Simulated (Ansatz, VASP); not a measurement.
**One calculation of Pb, two programs**

File INCAR:

```
PREC = Accurate ; ENCUT = 500
EDIFF = 1E-6 ; ISMEAR = 0
SIGMA = 0.1 ; LREAL = False
LASPH = True ; NELM = 120
ALGO = Normal ; ISIF = 2
LWAVE = False ; LCHARG = True
GGA = CA ; LELF = True
LVHAR = True ; NBANDS = 13
GGA_COMPAT = False
```

Contents of KPOINTS:

```
regular mesh
0
Gamma
  6 6 6
```

Contents of POSCAR:

```
Pb
1.0
    0.0000000000      2.4947547400      2.4947547400
    2.4947547400      0.0000000000      2.4947547400
    2.4947547400      2.4947547400      0.0000000000
Pb
1
Direct
    0.0000000000      0.0000000000      0.0000000000
```

Input for Ansatz:

```yaml
crystal:
  lattice:
    - [0.0, 2.49475474, 2.49475474]
    - [2.49475474, 0.0, 2.49475474]
    - [2.49475474, 2.49475474, 0.0]
  atoms:
    - { symbol: Pb, position: [0.0, 0.0, 0.0] }
basis:
  ecutwfc: 420
kpoints:
  mp_grid: { grid: [6, 6, 6] }
hamiltonian:
  xc: lda
scf:
  occupations: { method: gaussian, width: 0.1 }
output:
  forces: true
  stress: true
  eigenvalues: true
```

Alike in both runs: task single point; functional LDA; k mesh 6 × 6 × 6; occupations gaussian, width 0.1 eV; no spin polarisation.

|  | VASP | Ansatz |
| --- | --- | --- |
| version | VASP 6.6.1 | Ansatz 0.2.0 |
| potentials or method | VASP PAW LDA potentials, release 64 (Pb_d), cutoff 500 eV | scalar-relativistic, plane waves, PAW |
| valence electrons in the cell | 14 | 14 |

|  | VASP | Ansatz | Ansatz less VASP |
| --- | --- | --- | --- |
| gap on the k mesh at the Fermi level (eV) | none | none | - |
| pressure (GPa) | -2.1 | -2.2 | -0.04 |

LDA's correlation is that of Perdew and Zunger in VASP and of Perdew and Wang (1992) in Ansatz. A gap of «none» marks a metal or a gap that the smearing closes.

The k mesh is coarse, so the values compare programs but aren't converged. Spin-orbit coupling is off throughout.
